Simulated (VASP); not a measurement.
Here is a VASP 6.6.1 calculation.

The input POSCAR:

```
HfZr3S8
1.0
    3.6763384222      0.0000000000      0.0000000000
   -1.8381692111      3.1838024665      0.0000000000
    0.0000000000      0.0000000000     27.1413396585
Zr Hf S
3 1 8
Direct
    0.0000000000      0.0000000000      0.0000000000
    0.0000000000      0.0000000000      0.2491991678
    0.0000000000      0.0000000000      0.7508008322
    0.0000000000      0.0000000000      0.5000000000
    0.6666666667      0.3333333333      0.1956677651
    0.6666666667      0.3333333333      0.4471063801
    0.6666666667      0.3333333333      0.6972697862
    0.6666666667      0.3333333333      0.9464687197
    0.3333333333      0.6666666667      0.0535312803
    0.3333333333      0.6666666667      0.3027302138
    0.3333333333      0.6666666667      0.5528936199
    0.3333333333      0.6666666667      0.8043322349
```

INCAR.step1

```
SYSTEM = HfZr3S8
ALGO = Normal
EDIFF = 1E-4
ENCUT = 520
GGA = PE
ISMEAR = 0
LASPH = .TRUE.
LCHARG = .FALSE.
LREAL = .FALSE.
LWAVE = .TRUE.
NBANDS = 59
NELM = 60
PREC = Accurate
SIGMA = 0.02
```

File INCAR.step2:

```
SYSTEM = HfZr3S8
ALGO = Normal
EDIFF = 1E-7
ENCUT = 520
ISIF = 2
ISMEAR = 0
ISTART = 1
LASPH = .TRUE.
LCHARG = .FALSE.
LMIXTAU = .TRUE.
LREAL = .FALSE.
LWAVE = .FALSE.
METAGGA = R2SCAN
NBANDS = 59
NELM = 60
PREC = Accurate
SIGMA = 0.02
```

KPOINTS

```
k-points
0
G
  12 12 1
  0 0 0
```

Potentials or basis: VASP PAW PBE potentials, release 64 (Zr_sv, Hf_pv, S).

Command:

```sh
$ cat potpaw_PBE.64/Zr_sv/POTCAR potpaw_PBE.64/Hf_pv/POTCAR potpaw_PBE.64/S/POTCAR > POTCAR
$ cp INCAR.step1 INCAR
$ mpirun -np 1 vasp_std > vasp.out
$ cp INCAR.step2 INCAR
$ mpirun -np 1 vasp_std > vasp.out
```

Q: Predict the largest force.

A: 0.251 eV/Å.

Q: What does it give for the band gap on the k mesh?

A: 1.45 eV (least direct gap 2.02 eV).

Q: What does it give for the pressure?

A: -0.8 GPa.

Forces in eV/Å, atoms in the order of the input:
```
Zr   0.000  0.000  0.000
Zr   0.000  0.000  0.000
Zr   0.000  0.000  0.000
Hf   0.000  0.000  0.000
S    0.000  0.000  0.083
S    0.000  0.000  0.251
S    0.000  0.000  0.086
S    0.000  0.000  0.083
S    0.000  0.000 -0.083
S    0.000  0.000 -0.086
S    0.000  0.000 -0.251
S    0.000  0.000 -0.083
```

Caveat: the PAW data sets were made with another functional, which shifts forces and pressure a little; spin-orbit coupling is left out, which moves the levels of the heavy elements. A k mesh can miss the band edges.
